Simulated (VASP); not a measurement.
# Mg (P6_3/mmc) in VASP: a series of runs, part 2 of 2

VASP 6.6.1. Earlier steps stand in the parts before.

### Step 3. Single point, PBE

This run uses another cell than the first one, of 22.55 Å³/atom, 1.020 times its volume.

File INCAR:

```
SYSTEM = Mg
PREC = Accurate
ENCUT = 520
EDIFF = 1E-6
ISMEAR = -1
SIGMA = 0.05
LREAL = .False.
LASPH = .True.
NELM = 80
ALGO = Fast
ISIF = 2
LWAVE = .False.
LCHARG = .False.
GGA = PE
NBANDS = 12
```

File KPOINTS:

```
regular mesh
0
Gamma
  10 10 3
  0 0 0
```

File POSCAR:

```
Mg
1.0
    3.1768261656      0.0000000000      0.0000000000
   -1.5884130828      2.7512121628      0.0000000000
    0.0000000000      0.0000000000     10.3188620100
Mg
4
Direct
    0.6666666667      0.3333333333      0.7500000000
    0.0000000000      0.0000000000      0.5000000000
    0.3333333333      0.6666666667      0.2500000000
    0.0000000000      0.0000000000      0.0000000000
```

Potentials or basis: VASP PAW PBE potentials, release 64 (Mg).

On the command line:

```console
cat potpaw_PBE.64/Mg/POTCAR > POTCAR
mpirun -np 1 vasp_std > vasp.out
```

OUTCAR:

```text
SYSTEM = Mg
   PREC = Accurate
   ENCUT = 520
   EDIFF = 1E-6
   ISMEAR = -1
   LREAL = .False.
   LASPH = .True.
   NELM = 80
   ISIF = 2
   GGA = PE

 ion  position               nearest neighbor table
   1  0.667  0.333  0.750-   2 3.17   4 3.17   2 3.17   4 3.17   2 3.17   4 3.17
   2  0.000  0.000  0.500-   1 3.17   3 3.17   3 3.17   1 3.17   1 3.17   3 3.17
   3  0.333  0.667  0.250-   2 3.17   4 3.17   2 3.17   4 3.17   2 3.17   4 3.17
   4  0.000  0.000  0.000-   1 3.17   3 3.17   3 3.17   1 3.17   1 3.17   3 3.17

  LATTYP: Found a hexagonal cell.
 ALAT       =     3.1768261656
 C/A-ratio  =     3.2481670296
[... 561 lines left out ...]
  --------------------------------------------------------------------------------------
  -------------------------------------------------------------------------------------
  Total        0.2661152      0.2661152      0.7649386      0.0000000     -0.0000000      0.0000000
  in kB        4.7274938      4.7274938     13.5890097      0.0000000     -0.0000000      0.0000000
  external PRESSURE =       7.6813325 kB  Pullay stress =       0.0000000 kB

 VOLUME and BASIS-vectors are now :
 -----------------------------------------------------------------------------
  energy-cutoff  :      520.00
  volume of cell :       90.19
      direct lattice vectors                 reciprocal lattice vectors
     3.176826166  0.000000000  0.000000000     0.314779578  0.181738074  0.000000000
    -1.588413083  2.751212163  0.000000000     0.000000000  0.363476148  0.000000000
     0.000000000  0.000000000 10.318862010     0.000000000  0.000000000  0.096909911

 POSITION                                       TOTAL-FORCE (eV/Angst)
 -----------------------------------------------------------------------------------
      1.58841      0.91707      7.73915         0.000000     -0.000000      0.000000
      0.00000      0.00000      5.15943         0.000000      0.000000      0.000000
     -0.00000      1.83414      2.57972        -0.000000      0.000000      0.000000
      0.00000      0.00000      0.00000         0.000000      0.000000      0.000000
 -----------------------------------------------------------------------------------
    total drift:                               -0.000000     -0.000000      0.000000

  FREE ENERGIE OF THE ION-ELECTRON SYSTEM (eV)
  ---------------------------------------------------
  free  energy   TOTEN  =        -6.0036816015 eV

  energy  without entropy=       -5.9853473386  energy(sigma->0) =       -5.99451447
```

Run time: 20 s. Hardware: 1 thread of Intel Xeon Platinum 8488C (Sapphire Rapids), shared host; peak memory 0.2 GiB.

Results:

- Free energy: -6.0037 eV
- Pressure: 0.8 GPa
- Band gap on the k mesh: zero (band 4 reaches 3.37 eV, above the bottom of band 5 at 1.48 eV)

Stress tensor (GPa, compression positive):
```
0.47 0.00 0.00
0.00 0.47 0.00
0.00 0.00 1.36
```

### Step 4. Single point, PBE

This run uses another cell than the first one, of 23.00 Å³/atom, 1.041 times its volume.

File INCAR:

```
SYSTEM = Mg
  PREC = Accurate
  ENCUT = 520
  EDIFF = 1E-6
  ISMEAR = -1
  SIGMA = 0.05
  LREAL = .FALSE.
  LASPH = .TRUE.
  NELM = 60
  ALGO = Fast
  ISIF = 2
  LWAVE = .FALSE.
  LCHARG = .FALSE.
  GGA = PE
  NBANDS = 12
```

File KPOINTS:

```
Automatic mesh
0
G
  10 10 3
  0 0 0
```

File POSCAR:

```
Mg
1.0
    3.1978653626      0.0000000000      0.0000000000
   -1.5989326813      2.7694326419      0.0000000000
    0.0000000000      0.0000000000     10.3872008361
Mg
4
Direct
    0.6666666667      0.3333333333      0.7500000000
    0.0000000000      0.0000000000      0.5000000000
    0.3333333333      0.6666666667      0.2500000000
    0.0000000000      0.0000000000      0.0000000000
```

On the command line:

```console
cat potpaw_PBE.64/Mg/POTCAR > POTCAR
mpirun -np 1 vasp_std > vasp.out
```

Wall time 21 s (1 thread of Intel Xeon Platinum 8488C (Sapphire Rapids), shared host); peak memory 0.2 GiB.

Results (log left out):

```yaml
Free_energy: -6.0081 eV
Pressure: 0.0 GPa
Band_gap_on_the_k_mesh: zero (band 4 reaches 3.27 eV, above the bottom of band 5 at 1.38 eV)
```

Stress tensor (GPa, compression positive):
```
-0.28  0.00  0.00
 0.00 -0.28  0.00
 0.00  0.00  0.65
```

Levels at points of the mesh, in eV from the Fermi level:
| k point | band 1 | band 2 | band 3 | band 4 | band 5 | band 6 | band 7 | band 8 |
| --- | --- | --- | --- | --- | --- | --- | --- | --- |
| (0.00, 0.00, 0.00) | -7.03 | -5.64 | -5.64 | -1.79 | -1.35 | 4.91 | 4.92 | 10.85 |
| (0.50, 0.00, 0.00) | -2.24 | -2.23 | -1.17 | -1.15 | -0.61 | -0.59 | 2.65 | 2.83 |

### Step 5. Single point, PBE

This run uses another cell than the first one, of 23.45 Å³/atom, 1.061 times its volume.

File INCAR:

```
SYSTEM = Mg
PREC = Accurate
ENCUT = 520
EDIFF = 1E-6
ISMEAR = -1
SIGMA = 0.05
LREAL = .False.
LASPH = .True.
NELM = 60
ALGO = Fast
ISIF = 2
LWAVE = .False.
LCHARG = .True.
GGA = PE
LELF = .True.
LVHAR = .True.
NBANDS = 12
```

File KPOINTS:

```
Automatic mesh
0
Gamma
  10 10 3
  0 0 0
```

File POSCAR:

```
Mg
1.0
    3.2186313040      0.0000000000      0.0000000000
   -1.6093156520      2.7874164746      0.0000000000
    0.0000000000      0.0000000000     10.4546520822
Mg
4
Direct
    0.6666666667      0.3333333333      0.7500000000
    0.0000000000      0.0000000000      0.5000000000
    0.3333333333      0.6666666667      0.2500000000
    0.0000000000      0.0000000000      0.0000000000
```

On the command line:

```console
cat potpaw_PBE.64/Mg/POTCAR > POTCAR
mpirun -np 1 vasp_std > vasp.out
```

Wall time 21 s (1 thread of Intel Xeon Platinum 8488C (Sapphire Rapids), shared host); peak memory 0.2 GiB.

Results (log left out):

* Free energy: -6.0047 eV
* Pressure: -0.6 GPa
* Band gap on the k mesh: zero (band 4 reaches 3.18 eV, above the bottom of band 5 at 1.28 eV)

Stress tensor (GPa, compression positive):
```
-0.96  0.00  0.00
 0.00 -0.96  0.00
 0.00  0.00  0.01
```

Levels at points of the mesh, in eV from the Fermi level:
| k point | band 1 | band 2 | band 3 | band 4 | band 5 | band 6 | band 7 | band 8 |
| --- | --- | --- | --- | --- | --- | --- | --- | --- |
| (0.00, 0.00, 0.00) | -6.94 | -5.57 | -5.57 | -1.75 | -1.35 | 4.85 | 4.86 | 10.73 |
| (0.50, 0.00, 0.00) | -2.21 | -2.21 | -1.15 | -1.14 | -0.61 | -0.59 | 2.63 | 2.82 |

### Step 6. Overview

| cell | gap on the mesh (eV) | pressure (GPa) |
| --- | --- | --- |
| a = 3.156, b = 3.156, c = 10.250 Å, angles 90.0, 90.0, 120.0°, 4 atoms | none | 1.6 |
| a = 3.177, b = 3.177, c = 10.319 Å, angles 90.0, 90.0, 120.0°, 4 atoms | none | 0.8 |
| a = 3.198, b = 3.198, c = 10.387 Å, angles 90.0, 90.0, 120.0°, 4 atoms | none | 0.0 |
| a = 3.219, b = 3.219, c = 10.455 Å, angles 90.0, 90.0, 120.0°, 4 atoms | none | -0.6 |

Alike in all rows: task single point; level PBE; potentials or basis VASP PAW PBE potentials, release 64 (Mg); no spin polarisation; k mesh 10 × 10 × 3; cutoff (eV) 520; smearing fermi-dirac 0.05 eV.

Absolute energies hang on the potentials; compare differences alone.
